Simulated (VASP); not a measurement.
SrCl2: single point with PBE

The system is SrCl2.

```
Sr Cl
1.0
     0.00000    3.40689    3.57485
     3.40689    0.00000    3.57485
     3.40689    3.40689    0.00000
Sr Cl
1 2
Direct
  0.00000 0.00000 0.00000
  0.25000 0.25000 0.25000
  0.75000 0.75000 0.75000
```

```yaml
Program: VASP 6.6.1
Task: single point
Functional: PBE
Potentials_or_basis: VASP PAW PBE potentials, release 64 (Sr_sv, Cl)
Cutoff: 520 eV
k_mesh: 6 × 6 × 6
Occupations: gaussian, width 0.05 eV
Spin: no spin polarisation
Dipole_correction: no
Further_INCAR_settings: ALGO = Normal; EDIFF = 1e-06; NBANDS = 19
```

```
Pressure               : 2.0 GPa
Band gap on the k mesh : 5.21 eV (least direct gap 5.36 eV)
```

Stress tensor (GPa, compression positive):
```
2.85 0.00 0.00
0.00 2.85 0.00
0.00 0.00 0.32
```

Levels at points of the mesh, in eV from the valence-band top:
| k point | band 10 | band 11 | band 12 | band 13 | band 14 | band 15 |
| --- | --- | --- | --- | --- | --- | --- |
| (0.00, 0.00, 0.00) | -0.69 | -0.33 | -0.33 | 5.21 | 5.91 | 6.14 |
| (0.50, 0.00, 0.00) | -1.47 | -1.20 | -1.17 | 6.57 | 6.65 | 7.44 |
| (0.50, 0.50, 0.00) | -0.44 | -0.44 | -0.29 | 5.37 | 6.74 | 7.55 |
| (0.50, 0.00, 0.50) | -0.77 | -0.35 | 0.00 | 5.36 | 7.11 | 7.55 |

Run time: 28 s on 1 thread of AMD EPYC 9R45 96-Core Processor (Zen 5), on a shared host, peak memory 0.21 GiB.

A k mesh can miss the band edges. Expect the measured gap to be larger: semilocal functionals such as PBE lack the derivative discontinuity.
